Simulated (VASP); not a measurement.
# BiB: single point with r2SCAN

BiB:

```
B Bi
1.0
     3.78667    0.00000    0.00000
    -1.89333    3.27935    0.00000
     0.00000    0.00000    6.24530
B Bi
2 2
Cartesian
  0.0000 2.1862 0.0015
  1.8933 1.0931 3.1242
  0.0000 2.1862 2.3405
  1.8933 1.0931 5.4631
```

This cell differs from its parent crystal: volume changed by -6%.

| Property | Result |
| --- | --- |
| Program | VASP 6.6.1 |
| Task | single point |
| Functional | r2SCAN |
| Potentials or basis | VASP PAW PBE potentials, release 64 (B, Bi_d) |
| Cutoff | 520 eV |
| k mesh | 6 × 6 × 4 |
| Occupations | fermi-dirac, width 0.02 eV |
| Spin | no spin polarisation |
| Dipole correction | no |
| Further INCAR settings | ALGO = Normal; EDIFF = 1e-06; NBANDS = 26 |

The pressure is 5.6 GPa, the largest force is 0.023 eV/Å and the band gap on the k mesh is 0.41 eV, direct.

Forces on the atoms (eV/Å):
```
B    0.000  0.000  0.023
B    0.000  0.000  0.023
Bi   0.000  0.000 -0.023
Bi   0.000  0.000 -0.023
```

Stress tensor (GPa, compression positive):
```
5.65 0.00 0.00
0.00 5.65 0.00
0.00 0.00 5.48
```

Levels at points of the mesh, in eV from the valence-band top:
| k point | band 16 | band 17 | band 18 | band 19 | band 20 | band 21 |
| --- | --- | --- | --- | --- | --- | --- |
| (0.00, 0.00, 0.00) | -0.26 | 0.00 | 0.00 | 0.41 | 0.96 | 2.72 |
| (0.50, 0.00, 0.00) | -4.03 | -3.56 | -1.97 | 0.72 | 2.05 | 3.40 |
| (0.00, 0.00, 0.50) | -1.18 | -1.18 | -1.18 | 1.13 | 1.13 | 3.96 |
| (0.50, 0.00, 0.50) | -3.22 | -3.17 | -3.17 | 0.81 | 0.81 | 2.54 |

Wall time 2 min on 1 thread of Intel Xeon 6975P-C, with other jobs on the host, peak memory 0.21 GiB.

Caveat: the PAW data sets were made with another functional, which shifts forces and pressure a little; spin-orbit coupling is left out, which moves the levels of the heavy elements. A k mesh can miss the band edges.
